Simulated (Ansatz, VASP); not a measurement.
Two plane-wave programs on SrTiO3

```
CELL_PARAMETERS angstrom
3.98227 0.00000 0.00000
0.00000 3.98227 0.00000
0.00000 0.00000 3.84469
ATOMIC_POSITIONS crystal
Sr 0.00137 0.00000 0.00000
Ti 0.50645 0.50000 0.50000
O 0.99024 0.50000 0.50000
O 0.49148 0.00000 0.50000
O 0.49148 0.50000 0.00000
```

Change from the starting cell: mode 1 frozen in at -0.038 Å, strain +e along z and -e/2 along x and y -0.0233.

Alike in both runs: task single point; functional PBE; k mesh 8 × 8 × 8; occupations gaussian, width 0.05 eV; no spin polarisation.

```csv
,VASP,Ansatz
version,VASP 6.6.1,Ansatz 0.2.0
potentials or method,"VASP PAW PBE potentials, release 64 (Sr_sv, Ti_sv, O), cutoff 520 eV","scalar-relativistic, plane waves, PAW"
valence electrons in the cell,40,40
```

```tsv
	VASP	Ansatz	Ansatz less VASP
gap on the k mesh at the Fermi level (eV)	1.83	1.86	+0.034
least direct gap on the mesh (eV)	2.25	2.27	+0.018
pressure (GPa)	1.3	0.6	-0.67
traceless stress, the component that is largest in VASP (GPa)	5.21	5.13	-0.076
rms of the force components (eV/Å)	0.038	0.045	+0.0068
```

Atom by atom the forces differ by 0.008 eV/Å (rms over components). With one functional, cell and mesh, what is left measures potentials, basis and numerics.
